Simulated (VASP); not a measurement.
Runs of VASP 6.6.1 on Sc. It takes space group I4/mmm (No. 139, tetragonal). Conventional cell: a = 3.834 Å, b = 3.834 Å, c = 3.435 Å, α = 90.00°, β = 90.00°, γ = 90.00°. Sc (site symmetry 4/mmm) has 14 Sc at 3.21 to 3.83 Å within 4.2 Å. 

```tsv
level	spin	k mesh	cutoff (eV)	smearing	gap on the mesh (eV)	pressure (GPa)
r2SCAN	off	6 × 6 × 6	520	fermi-dirac 0.05 eV	none	0.0
PBE	off	9 × 9 × 9	500	gaussian 0.05 eV	none	-0.7
RPBE+D3(BJ)	collinear	10 × 10 × 10	520	fermi-dirac 0.05 eV	none	-18.9
PBE exchange alone	off	10 × 10 × 10	500	tetrahedron	none	(a)
```

Alike in all rows: task single point; cell as given.

Problem. Estimate the missing entries.

Solution. (a) 5.6.

Caveats: some runs use coarse meshes; the PAW data sets were made with another functional, which shifts forces and pressure a little (at least some runs); the cell stands under tension (at least some runs); the cell stands under pressure (at least some runs); tetrahedron occupations give inexact forces and stress in metals (at least some runs).

A gap of «none» marks levels without a gap at the run's occupations.
